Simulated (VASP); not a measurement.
Fe, 2 atoms in the cell. It takes space group Fm-3m (No. 225, cubic). Conventional cell: a = 3.623 Å, b = 3.623 Å, c = 3.623 Å, α = 90.00°, β = 90.00°, γ = 90.00°. Within 3.4 Å of Fe (site symmetry m-3m) lie 12 Fe at 2.56 Å. This isn't the form of Fe at room conditions, which is bcc.

- Program: VASP 6.6.1
- Task: single point
- Functional: PBEsol
- Potentials or basis: VASP PAW PBE potentials, release 64 (Fe)
- Cutoff: 520 eV
- k mesh: 8 × 10 × 13
- Occupations: gaussian, width 0.1 eV
- Spin: collinear spin, ferromagnetic start
- Starting moments: [5.6, 5.6] μB
- Dipole correction: no
- Further INCAR settings: ALGO = Normal; EDIFF = 1e-07; NBANDS = 19; ISYM = 0

Potentials or basis: VASP PAW PBE potentials, release 64 (Fe).

Command:

```sh
$ cat potpaw_PBE.64/Fe/POTCAR > POTCAR
$ mpirun -np 1 vasp_std > vasp.out
```

Hardware: 1 thread of AMD EPYC 9R45 96-Core Processor (Zen 5), on a shared host.

Q: How long does it take, and how much memory?

A: Run time: 4.5 min on 1 thread of AMD EPYC 9R45 96-Core Processor (Zen 5), on a shared host, peak memory 0.38 GiB. Counts: scf iterations 16, k points 522.
